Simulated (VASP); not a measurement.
MgO (rocksalt type): relaxation of cell and atoms with PBE

Crystal: MgO (rocksalt type).

```
CELL_PARAMETERS angstrom
0.00000 2.02181 2.02181
2.02181 0.00000 2.02181
2.02181 2.02181 0.00000
ATOMIC_POSITIONS crystal
Mg 0.00000 0.00000 0.00000
O 0.50000 0.50000 0.50000
```

- Program: VASP 6.6.1
- Task: relaxation of cell and atoms
- Functional: PBE
- Potentials or basis: VASP PAW PBE potentials, release 64 (Mg, O)
- Cutoff: 600 eV
- k mesh: 16 × 16 × 16
- Occupations: fermi-dirac, width 0.05 eV
- Spin: no spin polarisation
- Target pressure: 31 GPa
- Dipole correction: no
- Further INCAR settings: ALGO = Normal; EDIFF = 1e-06; IBRION = 2; EDIFFG = -0.005; NSW = 32; ISIF = 3

The relaxed volume is 8.24 Å³/atom. The relaxed cell is a = 2.856 Å, b = 2.856 Å, c = 2.856 Å, α = 60.00°, β = 60.00°, γ = 60.00° and the space group after relaxing (to 0.05 Å) is Fm-3m (No. 225). The energy change on relaxing (the enthalpy is what falls) is +5.3 meV/atom and the ionic steps are 3. The pressure after relaxing is 31.0 GPa. The band gap on the k mesh is 6.05 eV, direct.

The path:
```
step  energy change (eV)  largest force (eV/Å)  pressure (GPa)  volume (Å³)
   1              0.0000                0.0000           30.08        16.53
   2              0.0219                0.0000           31.95        16.42
   3              0.0107                0.0000           31.00        16.47
```

Final structure:
```
Mg O
1.0
     0.00000    2.01952    2.01952
     2.01952    0.00000    2.01952
     2.01952    2.01952    0.00000
Mg O
1 1
Direct
  0.00000 0.00000 0.00000
  0.50000 0.50000 0.50000
```

Levels at points of the mesh, in eV from the valence-band top:
| k point | band 1 | band 2 | band 3 | band 4 | band 5 | band 6 | band 7 | band 8 |
| --- | --- | --- | --- | --- | --- | --- | --- | --- |
| (0.00, 0.00, 0.00) | -17.96 | 0.00 | 0.00 | 0.00 | 6.05 | 16.51 | 16.51 | 16.51 |
| (0.50, 0.00, 0.00) | -16.33 | -5.20 | -0.81 | -0.81 | 8.73 | 14.08 | 17.65 | 17.65 |
| (0.50, 0.50, 0.00) | -16.03 | -4.62 | -1.53 | -1.53 | 9.24 | 11.42 | 14.50 | 20.99 |

Run time: 55 s on 1 thread of AMD EPYC 7R43 64-Core Processor (Zen 3), with other jobs on the host, peak memory 0.13 GiB.

Caveat: the cell is relaxed towards a set pressure, so the enthalpy falls and the energy may rise. PBE gaps usually lie below the measured ones, often by a third to a half.
